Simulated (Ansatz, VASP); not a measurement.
## One calculation of TaS2, two programs

```xyz
3
Lattice="3.4170 0.0000 0.0000 -1.7085 2.9592 0.0000 0.0000 0.0000 5.8600" Properties=species:S:1:pos:R:3 pbc="T T T"
Ta    0.0000    0.0000    0.0000
S     0.0000    1.9728    1.4650
S     1.7085    0.9864    4.3950
```

Change from the starting cell: equal xx and yy strain of +2 %, crystal datasets.

Alike in both runs: task electric field gradients; functional PBEsol; k mesh 8 × 8 × 4; occupations fermi-dirac, width 0.02 eV; no spin polarisation.

```csv
,VASP,Ansatz
version,VASP 6.6.1,Ansatz 0.2.0
potentials or method,"VASP PAW PBE potentials, release 64 (Ta_pv, S), cutoff 400 eV","all-electron PAW with datasets made for the crystal, scalar-relativistic"
```

|  | VASP | Ansatz | Ansatz less VASP |
| --- | --- | --- | --- |
| pressure (GPa) | -1.0 | -1.1 | -0.11 |
| traceless stress, the component that is largest in VASP (GPa) | 4.35 | 4.28 | -0.072 |
| rms of the force components (eV/Å) | 0.217 | 0.205 | -0.0122 |
| size of Vzz on the site where it differs most (V/Å²) | 129.1 | 159.9 | +30.74 |

VASP's potentials were made for PBE, not for PBEsol. Atom by atom the forces differ by 0.012 eV/Å (rms over components). Ansatz ran all-electron here, and VASP with PAW potentials.

Spin-orbit coupling is off throughout.
